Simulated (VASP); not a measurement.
Ni: single point with LDA

The system is Ni.

```
Ni
1.0
     0.00000    1.71044    1.71044
     1.71044    0.00000    1.71044
     1.71044    1.71044    0.00000
Ni
1
Direct
  0.00000 0.00000 0.00000
```

| Item | Value |
| --- | --- |
| Program | VASP 6.6.1 |
| Task | single point |
| Functional | LDA |
| Potentials or basis | VASP PAW LDA potentials, release 64 (Ni) |
| Cutoff | 600 eV |
| k mesh | 4 × 4 × 4 |
| Occupations | fermi-dirac, width 0.1 eV |
| Spin | no spin polarisation |
| Dipole correction | no |
| Further INCAR settings | ALGO = Normal; EDIFF = 1e-06; NBANDS = 11 |

```
Pressure               : -2.7 GPa
Band gap on the k mesh : zero (band 5 reaches 10.25 eV, above the bottom of band 6 at 9.23 eV)
```

Levels at points of the mesh, in eV from the Fermi level:
```csv
k point,band 3,band 4,band 5,band 6,band 7,band 8
"(0.00, 0.00, 0.00)",-2.23,-2.23,-0.95,-0.95,24.56,29.02
"(0.50, 0.00, 0.00)",-2.26,-0.31,-0.12,-0.12,6.59,23.04
"(0.50, 0.50, 0.00)",-0.12,0.07,0.07,2.62,10.26,15.69
```

It took 3.6 s on 1 thread of Intel Xeon 8259CL (shared host), peak memory 0.11 GiB.

Caveat: the k points lie up to 0.80 Å⁻¹ apart; the run has no spin polarisation, though such a crystal can be magnetic. Spin polarisation is off, so any magnetic state and its effect on volume and gap are missing.
